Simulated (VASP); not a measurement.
A run of VASP 6.6.1 is set up as follows.

The input INCAR:

```
PREC = Accurate ; ENCUT = 520
EDIFF = 1E-6 ; ISMEAR = -1
SIGMA = 0.05 ; LREAL = Auto
LASPH = True ; NELM = 150
ALGO = Normal ; ISIF = 2
LWAVE = False ; LCHARG = False
ISPIN = 2 ; MAGMOM = 0 0 0 0 0 0 0 0 0 0 0 0 0 0 0 0 0 0 0.15
LORBIT = 11 ; GGA = PE
NBANDS = 57
```

KPOINTS

```
Automatic mesh
0
Gamma
  2 2 1
```

File POSCAR:

```
C
1.0
    7.3980000000      0.0000000000      0.0000000000
   -3.6990000000      6.4068560000      0.0000000000
    0.0000000000      0.0000000000     11.0000000000
C
19
Direct
    0.0030257140     -0.0015452197      0.1040363636
    0.2234636439      0.1023747061      0.1115909091
    0.0040992366      0.3271495411      0.0947272727
    0.2239281461      0.4501271763      0.1018909091
   -0.0066615445      0.6628055945      0.0867090909
    0.2172895486      0.7702373832      0.0812818182
    0.3287438691     -0.0066647354      0.0944000000
    0.5608235435      0.1122391388      0.0891181818
    0.3361687819      0.3427890372      0.1005636364
    0.5544716187      0.4385458328      0.0818181818
    0.3297373440      0.6607453016      0.0944363636
    0.5535927472      0.7751227747      0.0930272727
    0.6605771374     -0.0043391017      0.0906000000
    0.8828400752      0.1015006424      0.0989090909
    0.6682142498      0.3228572642      0.0745818182
    0.8888670148      0.4355334348      0.0748090909
    0.6617378208      0.6625402538      0.0880636364
    0.8827437426      0.7714080042      0.0908363636
    0.5408342828      0.4734771626      0.2140545455
```

Potentials or basis: VASP PAW PBE potentials, release 64 (C).

Command:

```console
$ cat potpaw_PBE.64/C/POTCAR > POTCAR
$ mpirun -np 1 vasp_std > vasp.out
```

Q: What does it give for the net moment?

A: 0.42 μB per cell.

Q: Estimate the site moments.

A: C -0.00, +0.01, +0.00, +0.15 (each value once) μB.

Forces on the atoms (eV/Å):
```
C   -1.089 -2.064 -0.139
C   -1.381  2.278 -1.155
C   -2.392  0.222 -0.465
C   -0.257 -2.665 -0.797
C    1.314 -1.127 -1.172
C   -0.357  0.877  1.738
C    1.313  0.371 -0.198
C   -2.137 -2.655 -0.346
C    0.523 -3.393  1.861
C    2.231 -0.442 -1.129
C   -0.975  2.742 -0.946
C   -1.181 -0.419 -0.275
C    2.099 -0.183  0.435
C    1.423  1.630 -0.268
C   -0.070  1.702 -0.419
C    0.156  0.595  1.193
C   -0.143  0.916  0.490
C    1.436  1.532  0.532
C   -0.513  0.083  1.061
```

Caveat: the k points lie up to 0.49 Å⁻¹ apart; there is no dipole correction, which matters where the two faces differ.
